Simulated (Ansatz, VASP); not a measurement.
## ZrZnN in VASP and in Ansatz

```
CELL_PARAMETERS angstrom
3.16162 0.00000 0.00000
0.00000 3.16162 0.00000
0.00000 0.00000 4.31783
ATOMIC_POSITIONS crystal
Zr 0.50000 0.50000 0.00000
Zn 0.00000 0.00000 0.50000
N 0.50000 0.50000 0.50000
```

Alike in both runs: functional PBE; k mesh 14 × 14 × 12; occupations gaussian, width 0.1 eV; no spin polarisation.

Ansatz relaxed the structure, and its values are those at the end. VASP's run is a single point on that final structure, the one shown.

|  | VASP | Ansatz |
| --- | --- | --- |
| version | VASP 6.6.1 | Ansatz 0.2.0 |
| potentials or method | VASP PAW PBE potentials, release 64 (Zr_sv, Zn, N), cutoff 520 eV | scalar-relativistic, plane waves, PAW |
| valence electrons in the cell | 29 | 29 |

Ansatz gave:

* gap on the k mesh at the Fermi level (eV): none
* pressure (GPa): 0.0

**Question.** Which values does VASP return?

**Answer.** gap on the k mesh at the Fermi level (eV): none; pressure (GPa): 0.3.

A gap of «none» marks a metal or a gap that the smearing closes. The functional is the same, so the differences come from potentials, cutoffs and numerics.
